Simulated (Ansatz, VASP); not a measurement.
**One calculation of SnSe, two programs**

Contents of INCAR:

```
SYSTEM = SnSe
PREC = Accurate
ENCUT = 520
EDIFF = 1E-6
ISMEAR = 0
SIGMA = 0.05
LREAL = .False.
LASPH = .True.
NELM = 80
ALGO = Normal
ISIF = 2
LWAVE = .False.
LCHARG = .True.
GGA = CA
LELF = .True.
LVHAR = .True.
NBANDS = 28
```

File KPOINTS:

```
regular mesh
0
Gamma
  6 6 4
  0 0 0
```

POSCAR

```
SnSe
1.0
    4.2527474225      0.0000000000      0.0000000000
    0.0000000000      4.2527474225      0.0000000000
    0.0000000000      0.0000000000     10.9796229033
Sn Se
2 2
Direct
    0.5000000000      0.0000000000      0.3781633345
    0.0000000000      0.5000000000      0.6218366655
    0.5000000000      0.0000000000      0.6217782147
    0.0000000000      0.5000000000      0.3782217853
```

Input for Ansatz:

```yaml
crystal:
  lattice:
    - [4.2527474225, 0.0, 0.0]
    - [0.0, 4.2527474225, 0.0]
    - [0.0, 0.0, 10.9796229033]
  atoms:
    - { symbol: Sn, position: [0.5, 0.0, 0.3781633345] }
    - { symbol: Sn, position: [0.0, 0.5, 0.6218366655] }
    - { symbol: Se, position: [0.5, 0.0, 0.6217782147] }
    - { symbol: Se, position: [0.0, 0.5, 0.3782217853] }
basis:
  ecutwfc: 420
kpoints:
  mp_grid: { grid: [6, 6, 4] }
hamiltonian:
  xc: lda
scf:
  occupations: { method: gaussian, width: 0.05 }
output:
  forces: true
  stress: true
  eigenvalues: true
  write_density: true
  write_potential: true
  elf: true
  volumetric_format: npy
```

Change from the starting cell: strain +0.015 along x and y, +0.000 along z, atoms carried along.

Alike in both runs: task single point; functional LDA; k mesh 6 × 6 × 4; occupations gaussian, width 0.05 eV; no spin polarisation.

|  | VASP | Ansatz |
| --- | --- | --- |
| version | VASP 6.6.1 | Ansatz 0.2.0 |
| potentials or method | VASP PAW LDA potentials, release 64 (Sn_d, Se), cutoff 520 eV | scalar-relativistic, plane waves, PAW |
| valence electrons in the cell | 40 | 60 |

```tsv
	VASP	Ansatz	Ansatz less VASP
gap on the k mesh at the Fermi level (eV)	1.48	1.49	+0.005
least direct gap on the mesh (eV)	1.49	1.50	+0.015
rms of the force components (eV/Å)	0.024	0.037	+0.0132
```

LDA's correlation is that of Perdew and Zunger in VASP and of Perdew and Wang (1992) in Ansatz. Atom by atom the forces differ by 0.013 eV/Å (rms over components). VASP's potentials hold 40 valence electrons a cell and Ansatz's 60, so a difference there can come from the potentials and not from the codes. Ansatz's warnings: xc potential rough in thin density.
